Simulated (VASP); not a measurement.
Wanted: the native input for a VASP 6.6.1 run.

- Task: single point
- Functional: PBE
- Potentials or basis: VASP PAW PBE potentials, release 64 (C, S)
- Cutoff: 520 eV
- k mesh: 5 × 5 × 1
- Occupations: gaussian, width 0.05 eV
- Spin: collinear spin
- Starting moments: [0.0, 0.0, 0.0, 0.0, 0.0, 0.0, 0.0, 0.0, 0.0, 0.0, 0.0, 0.0, 0.0, 0.0, 0.0, 0.0, 0.0, 0.0, 0.0, 0.0, 0.0, 0.0, 0.0, 0.0, 2.0] μB
- Dipole correction: yes
- Further INCAR settings: ALGO = Normal; EDIFF = 1e-06; NBANDS = 73; NELMDL = -8

The structure of C24S lies in POSCAR:

```
C24S
1.0
    5.0509324483      0.0000000000      0.0000000000
    0.0000000000      5.0509324483      0.0000000000
    0.0000000000      0.0000000000     19.8754933530
C S
24 1
Direct
    0.0000000000      0.2500000000      0.2012528660
    0.0000000000      0.7500000000      0.2012528660
    0.5000000000      0.2500000000      0.2012528660
    0.5000000000      0.7500000000      0.2012528660
    0.0000000000      0.0000000000      0.2461768903
    0.0000000000      0.5000000000      0.2461768903
    0.5000000000      0.0000000000      0.2461768903
    0.5000000000      0.5000000000      0.2461768903
    0.2500000000      0.0000000000      0.2911009146
    0.2500000000      0.5000000000      0.2911009146
    0.7500000000      0.0000000000      0.2911009146
    0.7500000000      0.5000000000      0.2911009146
    0.2500000000      0.2500000000      0.3350346563
    0.2500000000      0.7500000000      0.3350346563
    0.7500000000      0.2500000000      0.3350346563
    0.7500000000      0.7500000000      0.3350346563
    0.0000000000      0.2500000000      0.3821901768
    0.0000000000      0.7500000000      0.3821901768
    0.5000000000      0.2500000000      0.3821901768
    0.5000000000      0.7500000000      0.3821901768
    0.0000000000      0.0000000000      0.4213980103
    0.0000000000      0.5000000000      0.4213980103
    0.5000000000      0.0000000000      0.4213980103
    0.5000000000      0.5000000000      0.4213980103
    0.0833333333      0.0000000000      0.5019978993
```

These files were run (other wordings do the same):

INCAR

```
SYSTEM = C24S
ALGO = Normal
DIPOL = 0.5 0.5 0.320
EDIFF = 1E-6
ENCUT = 520
GGA = PE
GGA_COMPAT = .False.
IDIPOL = 3
ISIF = 2
ISMEAR = 0
ISPIN = 2
LASPH = .True.
LCHARG = .False.
LDIPOL = .True.
LORBIT = 11
LREAL = .False.
LWAVE = .False.
MAGMOM = 0 0 0 0 0 0 0 0 0 0 0 0 0 0 0 0 0 0 0 0 0 0 0 0 2
NBANDS = 73
NELM = 200
NELMDL = -8
PREC = Accurate
SIGMA = 0.05
```

KPOINTS

```
k-points
0
Gamma
  5 5 1
  0 0 0
```

Potentials or basis: VASP PAW PBE potentials, release 64 (C, S).

Run with:

```bash
$ cat potpaw_PBE.64/C/POTCAR potpaw_PBE.64/S/POTCAR > POTCAR
$ mpirun -np 1 vasp_std > vasp.out
```

Results of the run:

```
Largest force                                         : 2.569 eV/Å
Net moment                                            : 0.14 μB per cell
Site moments                                          : C +0.02, +0.00, -0.00 (each value once); S +0.00 μB
Valence electrons inside the program's atomic spheres : C 2.26, 2.54, 2.56, 2.59, 2.58, 2.53, 2.34, 2.36, 2.35 (each value once); S 3.65
```

Wall time 100 min on 1 thread of Intel Xeon 8259CL (shared host), peak memory 0.99 GiB.
